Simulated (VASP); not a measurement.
A run of VASP 6.6.1 is set up as follows.

Contents of INCAR:

```
PREC = Accurate ; ENCUT = 520
EDIFF = 1E-6 ; ISMEAR = -1
SIGMA = 0.1 ; LREAL = F
LASPH = T ; NELM = 100
ALGO = Normal ; ISIF = 2
LWAVE = F ; LCHARG = F
GGA = PS ; NBANDS = 18
```

Contents of KPOINTS:

```
regular mesh
0
Gamma
  9 9 9
```

POSCAR

```
Y
1.0
    0.0000000000      3.5437793680      3.5437793680
    3.5437793680      0.0000000000      3.5437793680
    3.5437793680      3.5437793680      0.0000000000
Y
2
Direct
    0.1250000000      0.1250000000      0.1250000000
    0.8750000000      0.8750000000      0.8750000000
```

Potentials or basis: VASP PAW PBE potentials, release 64 (Y_sv).

Launch:

```console
$ cat potpaw_PBE.64/Y_sv/POTCAR > POTCAR
$ mpirun -np 1 vasp_std > vasp.out
```

(1) Estimate the band gap on the k mesh.

(2) What does it give for the pressure?

Answers

(1) zero (bands 11 and 12 overlap by 0.60 eV).

(2) -1.0 GPa.

Caveat: the PAW data sets were made with another functional, which shifts forces and pressure a little.
